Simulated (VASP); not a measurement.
# Ir3Ru7 (P1) in VASP: single point with PBEsol

Aim: the single point of Ir3Ru7 with PBEsol.

Everything below comes from runs of VASP 6.6.1. Logs are shortened: lines on timing, memory, paths and dates and some standing lists are left out, and cuts for length are marked.

## 1. The cell of the first run

The typed cell holds 20 atoms: a = 6.750 Å, b = 6.709 Å, c = 6.755 Å, α = 85.55°, β = 86.06°, γ = 85.52°.

## 2. Single point, PBEsol

Input file INCAR:

```
SYSTEM = Ir3Ru7
PREC = Accurate
ENCUT = 520
EDIFF = 1E-6
ISMEAR = 0
SIGMA = 0.1
LREAL = Auto
LASPH = .TRUE.
NELM = 100
ALGO = Fast
ISIF = 2
LWAVE = .FALSE.
LCHARG = .TRUE.
GGA = PS
LELF = .TRUE.
LVHAR = .TRUE.
ISYM = 0
NBANDS = 141
```

Input file KPOINTS:

```
Automatic mesh
0
Gamma
  2 2 2
  0.5 0.5 0.5
```

Input file POSCAR:

```
Ir3Ru7
1.0
    2.6338242702     -4.6057940646     -4.1725139913
   -5.2593703109     -0.0011545880     -4.1660131721
    2.6375648028      4.6099636812     -4.1747159989
Ru Ir
14 6
Direct
    0.0815083965      0.2490859705      0.4106896567
    0.7529279148      0.9205066469      0.0772446414
    0.2506972853      0.4175503255      0.0804663762
    0.9147308917      0.0849146884      0.7556920358
    0.5785926292      0.7358441062      0.4214129718
    0.0812928354      0.7513902862      0.9146357940
    0.7408998698      0.4203026798      0.5824065118
    0.4131789829      0.0969732421      0.2570573037
    0.2511339238      0.0869202395      0.9213612060
    0.9119042628      0.7506578813      0.5811628546
    0.0867196217      0.9138032971      0.2503348605
    0.7359940967      0.5838084726      0.9108419393
    0.5822956515      0.9204018713      0.7475414407
    0.2483689069      0.5754199465      0.4239036788
    0.0914144374      0.4123893817      0.7499126050
    0.7468203101      0.0860770086      0.4131766949
    0.4219991231      0.7481921461      0.0836565861
    0.5891036970      0.2543441881      0.9290785027
    0.2519285329      0.9221606166      0.5855783302
    0.9110078111      0.5777640428      0.2465346294
```

Potentials or basis: VASP PAW PBE potentials, release 64 (Ru_pv, Ir).

Launch:

```
$ cat potpaw_PBE.64/Ru_pv/POTCAR potpaw_PBE.64/Ir/POTCAR > POTCAR
$ mpirun -np 1 vasp_std > vasp.out
```

OUTCAR:

```text
SYSTEM = Ir3Ru7
   PREC = Accurate
   ENCUT = 520
   EDIFF = 1E-6
   ISMEAR = 0
   LREAL = Auto
   LASPH = .TRUE.
   NELM = 100
   ISIF = 2
   GGA = PS
   ISYM = 0

 ion  position               nearest neighbor table
   1  0.082  0.249  0.411-  14 2.55  11 2.57   8 2.57  16 2.58  20 2.61  15 2.62  19 2.63   3 2.65
                             4 2.71   7 2.72
   2  0.753  0.921  0.077-   4 2.57  13 2.58  18 2.58  17 2.59  16 2.60  11 2.60  12 2.61   6 2.62
                            20 2.67   8 2.75   5 2.78
   3  0.251  0.418  0.080-   9 2.54  15 2.55   8 2.58  17 2.58  14 2.62  18 2.63   6 2.64   1 2.65
                            20 2.67
   4  0.915  0.085  0.756-   2 2.57  15 2.58  13 2.58   9 2.60   6 2.61  10 2.62  18 2.64  16 2.64
                            19 2.67   7 2.68   1 2.71
   5  0.579  0.736  0.421-   7 2.51  14 2.55  17 2.57  10 2.57  13 2.61  20 2.65  19 2.67  16 2.68
                             8 2.77   2 2.78
   6  0.081  0.751  0.915-  11 2.59  10 2.60  15 2.60   9 2.61   4 2.61   2 2.62  17 2.63   3 2.64
                            19 2.65  12 2.67  20 2.67
   7  0.741  0.420  0.582-   5 2.51  12 2.55  10 2.58  16 2.59  20 2.65   4 2.68  18 2.69  15 2.69
                             1 2.72
   8  0.413  0.097  0.257-  16 2.55   1 2.57   3 2.58   9 2.59  11 2.61  18 2.63  19 2.64  17 2.69
                             2 2.75   5 2.77
   9  0.251  0.087  0.921-   3 2.54  15 2.59   8 2.59  19 2.60   4 2.60   6 2.61  18 2.63  11 2.64
                            17 2.66  13 2.66
  10  0.912  0.751  0.581-   5 2.57   7 2.58   6 2.60   4 2.62  20 2.62  13 2.64  16 2.64  19 2.65
                            11 2.65  12 2.66  14 2.67  15 2.70
  11  0.087  0.914  0.250-   1 2.57   6 2.59  19 2.60   2 2.60   8 2.61  20 2.63   9 2.64  10 2.65
                            17 2.66  14 2.66  16 2.69
  12  0.736  0.584  0.911-  18 2.48   7 2.55  17 2.56  13 2.61   2 2.61  20 2.62  10 2.66   6 2.67
                            15 2.77
  13  0.582  0.920  0.748-  19 2.55   2 2.58   4 2.58  12 2.61   5 2.61  10 2.64  18 2.64  16 2.65
                             9 2.66  17 2.67
  14  0.248  0.575  0.424-   5 2.55   1 2.55  15 2.58   3 2.62  20 2.64  19 2.65  11 2.66  10 2.67
                            17 2.73
  15  0.091  0.412  0.750-   3 2.55   4 2.58  14 2.58   9 2.59   6 2.60   1 2.62   7 2.69  10 2.70
                            12 2.77
  16  0.747  0.086  0.413-   8 2.55   1 2.58   7 2.59   2 2.60  10 2.64   4 2.64  13 2.65   5 2.68
                            11 2.69
  17  0.422  0.748  0.084-  12 2.56   5 2.57   3 2.58   2 2.59   6 2.63  11 2.66   9 2.66  13 2.67
                             8 2.69  14 2.73
  18  0.589  0.254  0.929-  12 2.48   2 2.58   9 2.63   8 2.63   3 2.63   4 2.64  13 2.64   7 2.69

  19  0.252  0.922  0.586-  13 2.55  11 2.60   9 2.60   1 2.63   8 2.64  14 2.65  10 2.65   6 2.65
                             5 2.67   4 2.67
  20  0.911  0.578  0.247-   1 2.61  10 2.62  12 2.62  11 2.63  14 2.64   5 2.65   7 2.65   2 2.67
                             3 2.67   6 2.67

IMPORTANT INFORMATION: All symmetrisations will be switched off!
NOSYMM: (Re-)initialisation of all symmetry stuff for point group C_1.

----------------------------------------------------------------------------------------

                                     Primitive cell

  volume of cell :     303.4834

  direct lattice vectors                    reciprocal lattice vectors
     2.633824270 -4.605794065 -4.172513991     0.063298329 -0.108554575 -0.079880692
    -5.259370311 -0.001154588 -4.166013172    -0.126738482  0.000032317 -0.080037056
     2.637564803  4.609963681 -4.174715999     0.063209335  0.108465067 -0.079828488

  length of vectors
     6.749832758  6.709444325  6.755499012     0.148901643  0.149895210  0.148770555

  position of ions in fractional coordinates (direct lattice)
     0.081508396  0.249085970  0.410689657
     0.752927915  0.920506647  0.077244641
     0.250697285  0.417550326  0.080466376
     0.914730892  0.084914688  0.755692036
     0.578592629  0.735844106  0.421412972
     0.081292835  0.751390286  0.914635794
[... 12 lines left out ...]
     0.251928533  0.922160617  0.585578330
     0.911007811  0.577764043  0.246534629

  ion indices of the primitive-cell ions
   primitive index   ion index
                 1           1
                 2           2
                 3           3
                 4           4
                 5           5
                 6           6
[... 12 lines left out ...]
                19          19
                20          20

----------------------------------------------------------------------------------------

 KPOINTS: Automatic mesh

Automatic generation of k-mesh.
 Grid dimensions read from file:
 generate k-points for:    2    2    2

 Generating k-lattice:

  Cartesian coordinates                     Fractional coordinates (reciprocal lattice)
     0.031649165 -0.054277288 -0.039940346     0.500000000  0.000000000  0.000000000
    -0.063369241  0.000016159 -0.040018528     0.000000000  0.500000000  0.000000000
     0.031604667  0.054232533 -0.039914244     0.000000000  0.000000000  0.500000000

  Length of vectors
     0.074450821  0.074947605  0.074385278

  Shift w.r.t. Gamma in fractional coordinates (k-lattice)
     0.500000000  0.500000000  0.500000000

 Subroutine IBZKPT returns following result:
 ===========================================

 Found      4 irreducible k-points:

 Following reciprocal coordinates:
            Coordinates               Weight
  0.250000  0.250000  0.250000      2.000000
 -0.250000  0.250000  0.250000      2.000000
  0.250000 -0.250000  0.250000      2.000000
 -0.250000 -0.250000  0.250000      2.000000
   k-points           NKPTS =      4   k-points in BZ     NKDIM =      4   number of bands    NBANDS=    141
   number of dos      NEDOS =    301   number of ions     NIONS =     20
   total plane-waves  NPLWV = 125000
   dimension x,y,z NGX =    50 NGY =   50 NGZ =   50
   dimension x,y,z NGXF=   100 NGYF=  100 NGZF=  100
   ions per type =              14   6
   NGX,Y,Z   is equivalent  to a cutoff of  12.31, 12.39, 12.30 a.u.
   NGXF,Y,Z  is equivalent  to a cutoff of  24.63, 24.78, 24.61 a.u.
 SYSTEM =  Ir3Ru7
   PREC   = accura    normal or accurate (medium, high low for compatibility)
   ISTART =      0    job   : 0-new  1-cont  2-samecut
   ICHARG =      2    charge: 1-file 2-atom 10-const
   ISPIN  =      1    spin polarized calculation?
   LNONCOLLINEAR =      F non collinear calculations
   LSORBIT =      F    spin-orbit coupling
   LASPH  =      T    aspherical Exc in radial PAW
   ENCUT  =  520.0 eV  38.22 Ry    6.18 a.u.  12.55 12.48 12.56*2*pi/ulx,y,z
   NELM   =    100;   NELMIN=  2; NELMDL= -5     # of ELM steps
   EDIFF  = 0.1E-05   stopping-criterion for ELM
   LREAL  =      T    real-space projection
   EDIFFG = 0.1E-04   stopping-criterion for IOM
   NSW    =      0    number of steps for IOM
   IBRION =     -1    ionic relax: 0-MD 1-quasi-New 2-CG
   NFREE  =      0    steps in history (QN), initial steepest desc. (CG)
   ISIF   =      2    stress and relaxation
   ISYM   =      0    0-nonsym 1-usesym 2-fastsym
   POTIM  = 0.5000    time-step for ionic-motion
   TEBEG  =    0.0;   TEEND  =   0.0 temperature during run
   PSTRESS=    0.0 pullay stress
   NELECT =     250.0000    total number of electrons
   NUPDOWN=      -1.0000    fix difference up-down
   EMIN   =  10.00;   EMAX   =-10.00  energy-range for DOS
   EFERMI =   0.00;   METHOD = LEGACY
   ISMEAR =     0;   SIGMA  =   0.10  broadening in eV -4-tet -1-fermi 0-gaus
   EFERMI_NEDOS =   21; number of points for ismear=-14 and -15
   IALGO  =     68    algorithm
   IMIX   =      4    mixing-type and parameters
     AMIX     =   0.40;   BMIX     =  1.00
     AMIX_MAG =   1.60;   BMIX_MAG =  1.00
  volume/ion in A,a.u.               =      15.17       102.40
  Fermi-wavevector in a.u.,A,eV,Ry     =   1.534652  2.900072 32.043848  2.355156
  Thomas-Fermi vector in A             =   2.641550
   LORBIT       =      0    0 simple, 1 ext, 2 COOP (PROOUT), +10 PAW based schemes
   GGA     = PS    functional components
   LHFCALC =     F    Hartree Fock is set to
   AEXX    =    0.0000 exact exchange contribution
   IVDW    =     0    specifies the selected vdW correction
   LEPSILON=     F    determine dielectric tensor
   LRPA    =     F    only Hartree local field effects (RPA)
 non-spin polarized calculation
 RMM-DIIS sequential band-by-band and
 Gauss-broadening in eV      SIGMA  =   0.10
  energy-cutoff  :      520.00
  volume of cell :      303.48
 maximum number of plane-waves:      8179
 NGX is ok and might be reduce to    50
   NGX = 25   NGY = 25   NGZ = 25

 number of electron     250.0000022 magnetization

 Free energy of the ion-electron system (eV)
  ---------------------------------------------------
  ext. energy  EPLUGINS =         0.00000000
  ---------------------------------------------------
  free energy    TOTEN  =      -193.10557424 eV

  energy without entropy =     -193.01047624  energy(sigma->0) =     -193.05802524

 E-fermi :  10.2648     XC(G=0): -13.4285

 val. band max:       10.2607027284   @ k =  -0.2500   0.2500   0.2500
 cond. band min:      10.3070376032   @ k =  -0.2500  -0.2500   0.2500
 fundamental gap:      0.0463348748
 Fermi energy:        10.2648361443

 k-point     1 :       0.2500    0.2500    0.2500
  band No.  band energies     occupation
      1     -33.2916      2.00000
      2     -33.2473      2.00000
      3     -33.2170      2.00000
      4     -33.1637      2.00000
      5     -33.1296      2.00000
      6     -33.1166      2.00000
[... 129 lines left out ...]
    136      11.3312      0.00000
    137      11.4442      0.00000

 k-point     2 :      -0.2500    0.2500    0.2500
  band No.  band energies     occupation
      1     -33.2890      2.00000
      2     -33.2425      2.00000
      3     -33.1984      2.00000
      4     -33.1727      2.00000
      5     -33.1324      2.00000
      6     -33.1113      2.00000
[... 129 lines left out ...]
    136      11.1998      0.00000
    137      11.3152      0.00000

 k-point     3 :       0.2500   -0.2500    0.2500
  band No.  band energies     occupation
      1     -33.2898      2.00000
      2     -33.2413      2.00000
      3     -33.2045      2.00000
      4     -33.1647      2.00000
      5     -33.1419      2.00000
      6     -33.1126      2.00000
[... 129 lines left out ...]
    136      11.2598      0.00000
    137      11.3997      0.00000

 k-point     4 :      -0.2500   -0.2500    0.2500
  band No.  band energies     occupation
      1     -33.2852      2.00000
      2     -33.2418      2.00000
      3     -33.2064      2.00000
      4     -33.1644      2.00000
      5     -33.1367      2.00000
      6     -33.1173      2.00000
[... 129 lines left out ...]
    136      11.1988      0.00000
    137      11.3389      0.00000
 [bands above 137 left out]

------------------------ aborting loop because EDIFF is reached ----------------------------------------

  FORCE on cell =-STRESS in cart. coord.  units (eV):
  Direction    XX          YY          ZZ          XY          YZ          ZX
  --------------------------------------------------------------------------------------
  -------------------------------------------------------------------------------------
  Total        0.4052872      0.3511649      0.3968724     -0.0302888      0.0147588     -0.0084545
  in kB        2.1396296      1.8539022      2.0952054     -0.1599034      0.0779160     -0.0446338
  external PRESSURE =       2.0295791 kB  Pullay stress =       0.0000000 kB

 VOLUME and BASIS-vectors are now :
 -----------------------------------------------------------------------------
  energy-cutoff  :      520.00
  volume of cell :      303.48
      direct lattice vectors                 reciprocal lattice vectors
     2.633824270 -4.605794065 -4.172513991     0.063298329 -0.108554575 -0.079880692
    -5.259370311 -0.001154588 -4.166013172    -0.126738482  0.000032317 -0.080037056
     2.637564803  4.609963681 -4.174715999     0.063209335  0.108465067 -0.079828488

 POSITION                                       TOTAL-FORCE (eV/Angst)
 -----------------------------------------------------------------------------------
     -0.01214      1.51757     -3.09230         0.006484     -0.022140     -0.011518
     -2.65447     -3.11280     -7.29892         0.005473     -0.010032      0.001719
     -1.32352     -0.78420     -3.12148         0.011188      0.023697      0.004066
      3.95583     -0.72945     -7.32528        -0.008610      0.005341     -0.015080
     -1.23466     -0.72303     -7.23900        -0.003655      0.000105     -0.036005
     -1.32532      3.84115     -7.28784         0.003341      0.015911      0.005519
[... 12 lines left out ...]
     -2.64195      1.53810     -7.33753         0.009300      0.002866     -0.027685
      0.01101     -3.06007     -7.23738         0.004293     -0.002190      0.007523
 -----------------------------------------------------------------------------------
    total drift:                                0.000077      0.002986      0.000708

  FREE ENERGIE OF THE ION-ELECTRON SYSTEM (eV)
  ---------------------------------------------------
  free  energy   TOTEN  =      -193.1055742391 eV

  energy  without entropy=     -193.0104762386  energy(sigma->0) =     -193.05802524
```

Wall time 6 min (1 thread of Intel Xeon Platinum 8488C (Sapphire Rapids), shared host); peak memory 0.42 GiB.

Results:

| Property | Result |
| --- | --- |
| Free energy | -193.1056 eV |
| Pressure | 0.2 GPa |
| Largest force | 0.036 eV/Å |
| Band gap on the k mesh | zero (bands 125 and 126 overlap by 0.16 eV) |

Forces on the atoms (eV/Å):
```
Ru   0.006 -0.022 -0.012
Ru   0.005 -0.010  0.002
Ru   0.011  0.024  0.004
Ru  -0.009  0.005 -0.015
Ru  -0.004  0.000 -0.036
Ru   0.003  0.016  0.006
Ru   0.002  0.014  0.000
Ru  -0.015  0.004  0.006
Ru  -0.002  0.013  0.013
Ru   0.007  0.002  0.002
Ru  -0.014 -0.010  0.002
Ru  -0.007 -0.025  0.001
Ru   0.003 -0.003  0.011
Ru   0.001 -0.020  0.024
Ir   0.007  0.015  0.015
Ir  -0.016 -0.011 -0.004
Ir  -0.004  0.004  0.012
Ir   0.011  0.002 -0.011
Ir   0.009  0.003 -0.028
Ir   0.004 -0.002  0.008
```

Levels at points of the mesh, in eV from the Fermi level:
| k point | band 122 | band 123 | band 124 | band 125 | band 126 | band 127 | band 128 | band 129 | band 130 | band 131 |
| --- | --- | --- | --- | --- | --- | --- | --- | --- | --- | --- |
| (0.25, 0.25, 0.25) | -0.15 | -0.06 | 0.09 | 0.13 | 0.24 | 0.33 | 0.37 | 0.55 | 0.61 | 0.69 |

Caveat: the k points lie up to 0.47 Å⁻¹ apart; the PAW data sets were made with another functional, which shifts forces and pressure a little; spin-orbit coupling is left out, which moves the levels of the heavy elements.
